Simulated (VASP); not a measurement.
A run of VASP 6.6.1:

INCAR

```
SYSTEM = MgSe
AGGAC = 1.0
AGGAX = 1.0
ALDAC = 0.0
ALDAX = 1.0
ALGO = Normal
EDIFF = 1E-6
ENCUT = 600
GGA = B5
GGA_COMPAT = .False.
ISIF = 2
ISMEAR = 0
LASPH = .True.
LCHARG = .True.
LELF = .True.
LREAL = .False.
LVHAR = .True.
LWAVE = .False.
NBANDS = 11
NELM = 120
PREC = Accurate
SIGMA = 0.05
```

KPOINTS

```
k-points
0
Gamma
  8 8 8
  0 0 0
```

File POSCAR:

```
MgSe
1.0
    0.0000000000      2.7903719958      2.7903719958
    2.7903719958      0.0000000000      2.7903719958
    2.7903719958      2.7903719958      0.0000000000
Mg Se
1 1
Direct
    0.0000000000      0.0000000000      0.0000000000
    0.5000000000      0.5000000000      0.5000000000
```

Potentials or basis: VASP PAW PBE potentials, release 64 (Mg, Se).

Run with:

```bash
$ cat potpaw_PBE.64/Mg/POTCAR potpaw_PBE.64/Se/POTCAR > POTCAR
$ mpirun -np 1 vasp_std > vasp.out
```

Hardware: 1 thread of Intel(R) Xeon(R) Platinum 8488C (Sapphire Rapids), on a shared host.

Problem. Estimate the wall time of this run.

Solution. Run time: 20 s on 1 thread of Intel(R) Xeon(R) Platinum 8488C (Sapphire Rapids), with other jobs on the host, peak memory 0.18 GiB. Counts: scf iterations 12, k points 29.
